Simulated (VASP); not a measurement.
# Cs3Cl2 (Pm-3m) in VASP: further runs

Cs3Cl2 is run at these levels: PBE; tasks: single point, relaxation of cell and atoms.

Everything below comes from runs of VASP 6.6.1. Logs are shortened: lines on timing, memory, paths and dates and some standing lists are left out, and cuts for length are marked.

## Step 1: The cell of the first run

The structure is cubic, space group Pm-3m (No. 221). The conventional cell has a = 6.788 Å, b = 6.788 Å, c = 6.788 Å, α = 90.00°, β = 90.00°, γ = 90.00°. Cs (site symmetry 4/mmm) has 2 Cl at 3.39 Å within 4.5 Å. Cl (site symmetry m-3m) has 6 Cs at 3.39 Å within 4.5 Å.

## Step 2: Single point, PBE

Contents of INCAR:

```
  PREC = Accurate
  ENCUT = 520
  EDIFF = 1E-6
  ISMEAR = 0
  SIGMA = 0.1
  LREAL = False
  LASPH = True
  NELM = 100
  ALGO = Normal
  ISIF = 2
  LWAVE = False
  LCHARG = False
  GGA = PE
  NBANDS = 28
```

Contents of KPOINTS:

```
regular mesh
0
Gamma
  6 6 6
```

Contents of POSCAR:

```
Cs3Cl2
1.0
    6.7879825826      0.0000000000      0.0000000000
    0.0000000000      6.7879825826      0.0000000000
    0.0000000000      0.0000000000      6.7879825826
Cs Cl
3 2
Direct
    0.0000000000      0.5000000000      0.5000000000
    0.5000000000      0.0000000000      0.5000000000
    0.5000000000      0.5000000000      0.0000000000
    0.0000000000      0.0000000000      0.0000000000
    0.5000000000      0.5000000000      0.5000000000
```

Potentials or basis: VASP PAW PBE potentials, release 64 (Cs_sv, Cl).

Command:

```sh
cat potpaw_PBE.64/Cs_sv/POTCAR potpaw_PBE.64/Cl/POTCAR > POTCAR
mpirun -np 1 vasp_std > vasp.out
```

OUTCAR:

```text
PREC = Accurate
   ENCUT = 520
   EDIFF = 1E-6
   ISMEAR = 0
   LREAL = False
   LASPH = True
   NELM = 100
   ISIF = 2
   GGA = PE

 ion  position               nearest neighbor table
   1  0.000  0.500  0.500-
   2  0.500  0.000  0.500-
   3  0.500  0.500  0.000-
   4  0.000  0.000  0.000-
   5  0.500  0.500  0.500-

  LATTYP: Found a simple cubic cell.
 ALAT       =     6.7879825826

  Lattice vectors:

 A1 = (   6.7879825826,   0.0000000000,   0.0000000000)
 A2 = (   0.0000000000,   6.7879825826,   0.0000000000)
 A3 = (   0.0000000000,   0.0000000000,   6.7879825826)

Analysis of symmetry for initial positions (statically):
=====================================================================
 Subroutine PRICEL returns:
 Original cell was already a primitive cell.

 Routine SETGRP: Setting up the symmetry group for a
 simple cubic supercell.

 Subroutine GETGRP returns: Found 48 space group operations
 (whereof 48 operations were pure point group operations)
 out of a pool of 48 trial point group operations.

The static configuration has the point symmetry O_h .

Analysis of symmetry for dynamics (positions and initial velocities):
=====================================================================
 Subroutine PRICEL returns:
 Original cell was already a primitive cell.

 Routine SETGRP: Setting up the symmetry group for a
 simple cubic supercell.

 Subroutine GETGRP returns: Found 48 space group operations
 (whereof 48 operations were pure point group operations)
 out of a pool of 48 trial point group operations.

The dynamic configuration has the point symmetry O_h .

 Subroutine INISYM returns: Found 48 space group operations
 (whereof 48 operations are pure point group operations),
 and found     1 'primitive' translations

----------------------------------------------------------------------------------------

                                     Primitive cell

  volume of cell :     312.7679

  direct lattice vectors                    reciprocal lattice vectors
     6.787982583  0.000000000  0.000000000     0.147319176  0.000000000  0.000000000
     0.000000000  6.787982583  0.000000000     0.000000000  0.147319176  0.000000000
     0.000000000  0.000000000  6.787982583     0.000000000  0.000000000  0.147319176

  length of vectors
     6.787982583  6.787982583  6.787982583     0.147319176  0.147319176  0.147319176

  position of ions in fractional coordinates (direct lattice)
     0.000000000  0.500000000  0.500000000
     0.500000000  0.000000000  0.500000000
     0.500000000  0.500000000  0.000000000
     0.000000000  0.000000000  0.000000000
     0.500000000  0.500000000  0.500000000

  ion indices of the primitive-cell ions
   primitive index   ion index
                 1           1
                 2           2
                 3           3
                 4           4
                 5           5

----------------------------------------------------------------------------------------

 KPOINTS: regular mesh

Automatic generation of k-mesh.
 Grid dimensions read from file:
 generate k-points for:    6    6    6

 Generating k-lattice:

  Cartesian coordinates                     Fractional coordinates (reciprocal lattice)
     0.024553196  0.000000000  0.000000000     0.166666667  0.000000000  0.000000000
     0.000000000  0.024553196  0.000000000     0.000000000  0.166666667  0.000000000
     0.000000000  0.000000000  0.024553196     0.000000000  0.000000000  0.166666667

  Length of vectors
     0.024553196  0.024553196  0.024553196

  Shift w.r.t. Gamma in fractional coordinates (k-lattice)
     0.000000000  0.000000000  0.000000000

 Subroutine IBZKPT returns following result:
 ===========================================

 Found     20 irreducible k-points:

 Following reciprocal coordinates:
            Coordinates               Weight
  0.000000  0.000000  0.000000      1.000000
  0.166667  0.000000  0.000000      6.000000
  0.333333  0.000000  0.000000      6.000000
  0.500000  0.000000  0.000000      3.000000
  0.166667  0.166667  0.000000     12.000000
  0.333333  0.166667  0.000000     24.000000
[... 12 lines left out ...]
  0.500000  0.500000  0.333333      6.000000
  0.500000  0.500000  0.500000      1.000000
   k-points           NKPTS =     20   k-points in BZ     NKDIM =     20   number of bands    NBANDS=     28
   number of dos      NEDOS =    301   number of ions     NIONS =      5
   total plane-waves  NPLWV = 125000
   dimension x,y,z NGX =    50 NGY =   50 NGZ =   50
   dimension x,y,z NGXF=   100 NGYF=  100 NGZF=  100
   ions per type =               3   2
   NGX,Y,Z   is equivalent  to a cutoff of  12.25, 12.25, 12.25 a.u.
   NGXF,Y,Z  is equivalent  to a cutoff of  24.49, 24.49, 24.49 a.u.
 SYSTEM =  unknown system
   PREC   = accura    normal or accurate (medium, high low for compatibility)
   ISTART =      0    job   : 0-new  1-cont  2-samecut
   ICHARG =      2    charge: 1-file 2-atom 10-const
   ISPIN  =      1    spin polarized calculation?
   LNONCOLLINEAR =      F non collinear calculations
   LSORBIT =      F    spin-orbit coupling
   LASPH  =      T    aspherical Exc in radial PAW
   ENCUT  =  520.0 eV  38.22 Ry    6.18 a.u.  12.62 12.62 12.62*2*pi/ulx,y,z
   NELM   =    100;   NELMIN=  2; NELMDL= -5     # of ELM steps
   EDIFF  = 0.1E-05   stopping-criterion for ELM
   LREAL  =      F    real-space projection
   EDIFFG = 0.1E-04   stopping-criterion for IOM
   NSW    =      0    number of steps for IOM
   IBRION =     -1    ionic relax: 0-MD 1-quasi-New 2-CG
   NFREE  =      0    steps in history (QN), initial steepest desc. (CG)
   ISIF   =      2    stress and relaxation
   ISYM   =      2    0-nonsym 1-usesym 2-fastsym
   POTIM  = 0.5000    time-step for ionic-motion
   TEBEG  =    0.0;   TEEND  =   0.0 temperature during run
   PSTRESS=    0.0 pullay stress
   NELECT =      41.0000    total number of electrons
   NUPDOWN=      -1.0000    fix difference up-down
   EMIN   =  10.00;   EMAX   =-10.00  energy-range for DOS
   EFERMI =   0.00;   METHOD = LEGACY
   ISMEAR =     0;   SIGMA  =   0.10  broadening in eV -4-tet -1-fermi 0-gaus
   EFERMI_NEDOS =   21; number of points for ismear=-14 and -15
   IALGO  =     38    algorithm
   IMIX   =      4    mixing-type and parameters
     AMIX     =   0.40;   BMIX     =  1.00
     AMIX_MAG =   1.60;   BMIX_MAG =  1.00
  volume/ion in A,a.u.               =      62.55       422.13
  Fermi-wavevector in a.u.,A,eV,Ry     =   0.831627  1.571548  9.409843  0.691604
  Thomas-Fermi vector in A             =   1.944546
   LORBIT       =      0    0 simple, 1 ext, 2 COOP (PROOUT), +10 PAW based schemes
   GGA     = PE    functional components
   LHFCALC =     F    Hartree Fock is set to
   AEXX    =    0.0000 exact exchange contribution
   IVDW    =     0    specifies the selected vdW correction
   LEPSILON=     F    determine dielectric tensor
   LRPA    =     F    only Hartree local field effects (RPA)
 non-spin polarized calculation
 Gauss-broadening in eV      SIGMA  =   0.10
  energy-cutoff  :      520.00
  volume of cell :      312.77
 maximum number of plane-waves:      8480
   NGX = 25   NGY = 25   NGZ = 25

 number of electron      41.0000021 magnetization

 Free energy of the ion-electron system (eV)
  ---------------------------------------------------
  ext. energy  EPLUGINS =         0.00000000
  ---------------------------------------------------
  free energy    TOTEN  =       -12.58090007 eV

  energy without entropy =      -12.56868967  energy(sigma->0) =      -12.57479487

 E-fermi :   2.0678     XC(G=0):  -6.2228

 val. band max:        2.0057718277   @ k =   0.5000   0.0000   0.0000
 cond. band min:       2.0726718082   @ k =   0.5000   0.0000   0.0000
 fundamental gap:      0.0668999805
 Fermi energy:         2.0677676201

 k-point     1 :       0.0000    0.0000    0.0000
  band No.  band energies     occupation
      1     -22.4499      2.00000
      2     -22.4091      2.00000
      3     -22.4091      2.00000
      4     -15.3882      2.00000
      5     -13.0730      2.00000
      6      -9.4869      2.00000
[... 20 lines left out ...]
     27       3.9994      0.00000
     28       5.0011      0.00000

 k-point     2 :       0.1667    0.0000    0.0000
  band No.  band energies     occupation
      1     -22.4474      2.00000
      2     -22.4113      2.00000
      3     -22.4091      2.00000
      4     -15.3956      2.00000
      5     -13.0731      2.00000
      6      -9.4756      2.00000
[... 20 lines left out ...]
     27       4.0300      0.00000
     28       4.8375      0.00000

 k-point     3 :       0.3333    0.0000    0.0000
  band No.  band energies     occupation
      1     -22.4411      2.00000
      2     -22.4169      2.00000
      3     -22.4091      2.00000
      4     -15.4101      2.00000
      5     -13.0733      2.00000
      6      -9.4496      2.00000
[... 20 lines left out ...]
     27       3.8943      0.00000
     28       4.5618      0.00000

 k-point     4 :       0.5000    0.0000    0.0000
  band No.  band energies     occupation
      1     -22.4363      2.00000
      2     -22.4214      2.00000
      3     -22.4091      2.00000
      4     -15.4173      2.00000
      5     -13.0733      2.00000
      6      -9.4340      2.00000
[... 454 lines left out ...]
     27       3.9507      0.00000
     28       3.9888      0.00000

 k-point    19 :       0.5000    0.5000    0.3333
  band No.  band energies     occupation
      1     -22.4216      2.00000
      2     -22.4212      2.00000
      3     -22.4212      2.00000
      4     -15.4685      2.00000
      5     -13.0725      2.00000
      6      -9.3726      2.00000
[... 20 lines left out ...]
     27       4.0315      0.00000
     28       4.0661      0.00000

 k-point    20 :       0.5000    0.5000    0.5000
  band No.  band energies     occupation
      1     -22.4212      2.00000
      2     -22.4212      2.00000
      3     -22.4212      2.00000
      4     -15.4758      2.00000
      5     -13.0724      2.00000
      6      -9.3732      2.00000
[... 20 lines left out ...]
     27       4.0689      0.00000
     28       4.1072      0.00000

------------------------ aborting loop because EDIFF is reached ----------------------------------------

  FORCE on cell =-STRESS in cart. coord.  units (eV):
  Direction    XX          YY          ZZ          XY          YZ          ZX
  --------------------------------------------------------------------------------------
  -------------------------------------------------------------------------------------
  Total        0.0578180      0.0578180      0.0578180      0.0000000      0.0000000     -0.0000000
  in kB        0.2961770      0.2961770      0.2961770      0.0000000      0.0000000     -0.0000000
  external PRESSURE =       0.2961770 kB  Pullay stress =       0.0000000 kB

 VOLUME and BASIS-vectors are now :
 -----------------------------------------------------------------------------
  energy-cutoff  :      520.00
  volume of cell :      312.77
      direct lattice vectors                 reciprocal lattice vectors
     6.787982583  0.000000000  0.000000000     0.147319176  0.000000000  0.000000000
     0.000000000  6.787982583  0.000000000     0.000000000  0.147319176  0.000000000
     0.000000000  0.000000000  6.787982583     0.000000000  0.000000000  0.147319176

 POSITION                                       TOTAL-FORCE (eV/Angst)
 -----------------------------------------------------------------------------------
      0.00000      3.39399      3.39399         0.000000      0.000000      0.000000
      3.39399      0.00000      3.39399         0.000000      0.000000      0.000000
      3.39399      3.39399      0.00000         0.000000      0.000000      0.000000
      0.00000      0.00000      0.00000         0.000000      0.000000      0.000000
      3.39399      3.39399      3.39399         0.000000      0.000000      0.000000
 -----------------------------------------------------------------------------------
    total drift:                                0.000000     -0.000000      0.000000

  FREE ENERGIE OF THE ION-ELECTRON SYSTEM (eV)
  ---------------------------------------------------
  free  energy   TOTEN  =       -12.5809000733 eV

  energy  without entropy=      -12.5686896662  energy(sigma->0) =      -12.57479487
```

Run time: 2.4 min. Hardware: 1 thread of Intel Xeon Platinum 8259CL at 2.50GHz (Skylake/Cascade Lake), shared host; peak memory 0.39 GiB.

Results:

```yaml
Free_energy: -12.5809 eV
Pressure: 0.0 GPa
```

Levels at points of the mesh, in eV from the Fermi level:
| k point | band 18 | band 19 | band 20 | band 21 | band 22 | band 23 |
| --- | --- | --- | --- | --- | --- | --- |
| (0.00, 0.00, 0.00) | -3.53 | -3.53 | -3.53 | -1.20 | 0.39 | 0.39 |
| (0.50, 0.00, 0.00) | -3.64 | -3.55 | -3.55 | -0.06 | 0.00 | 0.81 |
| (0.50, 0.50, 0.00) | -3.60 | -3.60 | -3.57 | 0.74 | 0.74 | 0.95 |
| (0.50, 0.50, 0.50) | -3.56 | -3.56 | -3.56 | 0.65 | 0.70 | 0.70 |

Caveat: spin-orbit coupling is left out, which moves the levels of the heavy elements; an odd number of electrons without spin polarisation forces a metal; a magnetic or distorted state may lie lower.

## Step 3: Relaxation of cell and atoms, PBE

This run uses another cell than the first one, of 59.23 Å³/atom, 0.947 times its volume.

Contents of INCAR:

```
SYSTEM = Cs3Cl2
PREC = Accurate ; ENCUT = 600
EDIFF = 1E-6 ; ISMEAR = 0
SIGMA = 0.1 ; LREAL = .False.
LASPH = .True. ; NELM = 100
ALGO = Normal ; ISIF = 3
LWAVE = .False. ; LCHARG = .False.
GGA = PE ; IBRION = 2
NSW = 100 ; EDIFFG = -0.01
```

Contents of KPOINTS:

```
regular mesh
0
Gamma
  6 6 6
  0 0 0
```

POSCAR: that of step 2 with these lines changed.

```diff
@@ -2,5 +2,5 @@
 1.0
-    6.7879825826      0.0000000000      0.0000000000
-    0.0000000000      6.7879825826      0.0000000000
-    0.0000000000      0.0000000000      6.7879825826
+    6.6654562703      0.0000000000      0.0000000000
+    0.0000000000      6.6654562703      0.0000000000
+    0.0000000000      0.0000000000      6.6654562703
 Cs Cl
```

Potentials or basis: VASP PAW PBE potentials, release 64 (Cs_sv, Cl).

Command:

```sh
cat potpaw_PBE.64/Cs_sv/POTCAR potpaw_PBE.64/Cl/POTCAR > POTCAR
mpirun -np 1 vasp_std > vasp.out
```

Run time: 7.7 min. Hardware: 1 thread of Intel Xeon Platinum 8259CL at 2.50GHz (Skylake/Cascade Lake), shared host; peak memory 0.51 GiB.

It converged, with:

* Free energy: -12.5808 eV
* Relaxed volume: 62.97 Å³/atom
* Relaxed cell: a = 6.803 Å, b = 6.803 Å, c = 6.803 Å, α = 90.00°, β = 90.00°, γ = 90.00°
* Space group after relaxing (to 0.05 Å): Pm-3m (No. 221)
* Energy gained by relaxing: 4.8 meV/atom
* Ionic steps: 4
* Pressure after relaxing: 0.0 GPa

Step by step:
| step | energy change (eV) | largest force (eV/Å) | pressure (GPa) | volume (Å³) |
| --- | --- | --- | --- | --- |
| 1 | 0.0000 | 0.0000 | 0.43 | 296.13 |
| 2 | -0.0148 | 0.0000 | 0.26 | 303.03 |
| 3 | -0.0237 | 0.0000 | -0.03 | 316.49 |
| 4 | -0.0238 | 0.0000 | 0.00 | 314.84 |

Final structure:
```
CELL_PARAMETERS angstrom
6.80295 0.00000 0.00000
0.00000 6.80295 0.00000
0.00000 0.00000 6.80295
ATOMIC_POSITIONS crystal
Cs 0.00000 0.50000 0.50000
Cs 0.50000 0.00000 0.50000
Cs 0.50000 0.50000 0.00000
Cl 0.00000 0.00000 0.00000
Cl 0.50000 0.50000 0.50000
```

Levels at points of the mesh, in eV from the Fermi level:
| k point | band 18 | band 19 | band 20 | band 21 | band 22 | band 23 |
| --- | --- | --- | --- | --- | --- | --- |
| (0.00, 0.00, 0.00) | -3.51 | -3.51 | -3.51 | -1.19 | 0.40 | 0.40 |
| (0.50, 0.00, 0.00) | -3.62 | -3.53 | -3.53 | -0.06 | 0.01 | 0.82 |
| (0.50, 0.50, 0.00) | -3.58 | -3.58 | -3.55 | 0.73 | 0.73 | 0.95 |
| (0.50, 0.50, 0.50) | -3.55 | -3.55 | -3.55 | 0.66 | 0.70 | 0.70 |

Caveat: spin-orbit coupling is left out, which moves the levels of the heavy elements; an odd number of electrons without spin polarisation forces a metal; a magnetic or distorted state may lie lower.

## Step 4: Single point, PBE

This run uses another cell than the first one, of 47.33 Å³/atom, 0.757 times its volume.

Contents of INCAR:

```
PREC     = Accurate       # precision mode
ENCUT    = 520            # plane-wave cutoff, eV
EDIFF    = 1E-6           # SCF threshold, eV
ISMEAR   = 0              # smearing method
SIGMA    = 0.1            # smearing width, eV
LREAL    = F              # projectors in reciprocal space
LASPH    = T              # aspherical terms in the spheres
NELM     = 100            # most SCF steps
ALGO     = Normal         # electronic algorithm
ISIF     = 2              # what is computed and relaxed
LWAVE    = F              # write WAVECAR
LCHARG   = T              # write CHGCAR
GGA      = PE             # functional
LELF     = T              # ELF
LVHAR    = T            
NBANDS   = 28             # bands
```

Contents of KPOINTS:

```
regular mesh
0
Gamma
  4 4 4
```

POSCAR: that of step 3 with these lines changed.

```diff
@@ -2,5 +2,5 @@
 1.0
-    6.6654562703      0.0000000000      0.0000000000
-    0.0000000000      6.6654562703      0.0000000000
-    0.0000000000      0.0000000000      6.6654562703
+    6.1854301800      0.0000000000      0.0000000000
+    0.0000000000      6.1854301800      0.0000000000
+    0.0000000000      0.0000000000      6.1854301800
 Cs Cl
```

Command:

```sh
cat potpaw_PBE.64/Cs_sv/POTCAR potpaw_PBE.64/Cl/POTCAR > POTCAR
mpirun -np 1 vasp_std > vasp.out
```

Run time: 61 s. Hardware: 1 thread of Intel Xeon Platinum 8259CL at 2.50GHz (Skylake/Cascade Lake), shared host; peak memory 0.33 GiB.

The run converged. Its results:

- Free energy: -11.9688 eV
- Pressure: 3.3 GPa

Levels at points of the mesh, in eV from the Fermi level:
```tsv
k point	band 16	band 17	band 18	band 19	band 20	band 21	band 22	band 23	band 24	band 25
(0.00, 0.00, 0.00)	-5.70	-5.70	-4.37	-4.37	-4.37	-1.37	-0.02	-0.02	0.00	0.00
(0.50, 0.00, 0.00)	-5.75	-5.75	-4.56	-4.41	-4.41	0.03	0.04	0.24	1.05	1.21
(0.50, 0.50, 0.00)	-6.97	-5.80	-4.48	-4.48	-4.46	0.99	0.99	1.07	1.41	1.41
(0.50, 0.50, 0.50)	-7.05	-7.05	-4.40	-4.40	-4.40	0.25	0.65	0.65	0.65	1.97
```

Caveat: spin-orbit coupling is left out, which moves the levels of the heavy elements; an odd number of electrons without spin polarisation forces a metal; a magnetic or distorted state may lie lower.

[end of part 1 of 2]
